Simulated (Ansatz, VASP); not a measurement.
# SnPb2O3: VASP beside Ansatz

```
Sn Pb O
1.0
     3.46746    0.00000    0.00000
     0.00000    3.46746    0.00000
     0.00000    0.00000    9.71607
Sn Pb O
1 2 3
Direct
  0.00000 0.00000 0.00000
  0.00000 0.50000 0.64609
  0.50000 0.00000 0.35391
  0.00000 0.50000 0.41169
  0.50000 0.00000 0.58831
  0.50000 0.50000 0.00000
```

Change from the starting cell: species swapped into the Ti2CuSb3 type (P-4m2, No. 115).

Alike in both runs: functional PBE; k mesh 6 × 6 × 2; occupations gaussian, width 0.1 eV; no spin polarisation.

Ansatz relaxed the structure, and its values are those at the end. VASP's run is a single point on that final structure, the one shown.

```csv
,VASP,Ansatz
version,VASP 6.6.1,Ansatz 0.2.0
potentials or method,"VASP PAW PBE potentials, release 64 (Sn_d, Pb_d, O), cutoff 520 eV","scalar-relativistic, plane waves, PAW"
valence electrons in the cell,60,60
```

|  | VASP | Ansatz | Ansatz less VASP |
| --- | --- | --- | --- |
| gap on the k mesh at the Fermi level (eV) | 0.15 | 0.15 | +0.004 |
| least direct gap on the mesh (eV) | 0.65 | 0.65 | +0.003 |
| pressure (GPa) | 0.1 | 0.1 | -0.01 |
| rms of the force components (eV/Å) | 0.024 | 0.016 | -0.0086 |

The functional is the same, so the differences come from potentials, cutoffs and numerics.

Neither program's run includes spin-orbit coupling.
